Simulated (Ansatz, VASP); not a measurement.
YS: VASP beside Ansatz

```xyz
2
Lattice="0.0274 2.7574 2.7574 2.7574 0.0274 2.7574 2.7574 2.7574 0.0274" Properties=species:S:1:pos:R:3 pbc="T T T"
Y     2.7711    2.7711    2.7711
S     0.0000    0.0000    0.0000
```

Change from the starting cell: equal xy, yz and zx shear strains of +1 %.

Alike in both runs: task single point; functional LDA; k mesh 8 × 8 × 8; occupations fermi-dirac, width 0.01 eV; no spin polarisation.

|  | VASP | Ansatz |
| --- | --- | --- |
| version | VASP 6.6.1 | Ansatz 0.2.0 |
| potentials or method | VASP PAW LDA potentials, release 64 (Y_sv, S), cutoff 520 eV | all-electron LAPW, scalar-relativistic |

Ansatz gave:

| Property | Result |
| --- | --- |
| pressure (GPa) | -3.8 |
| traceless stress, the component that is largest in VASP (GPa) | -0.11 |

Problem. Which values does VASP return?

Solution. Pressure (GPa): -3.8; traceless stress, the component that is largest in VASP (GPa): -0.10.

LDA's correlation is that of Perdew and Zunger in VASP and of Perdew and Wang (1992) in Ansatz. Ansatz ran all-electron here, and VASP with PAW potentials.
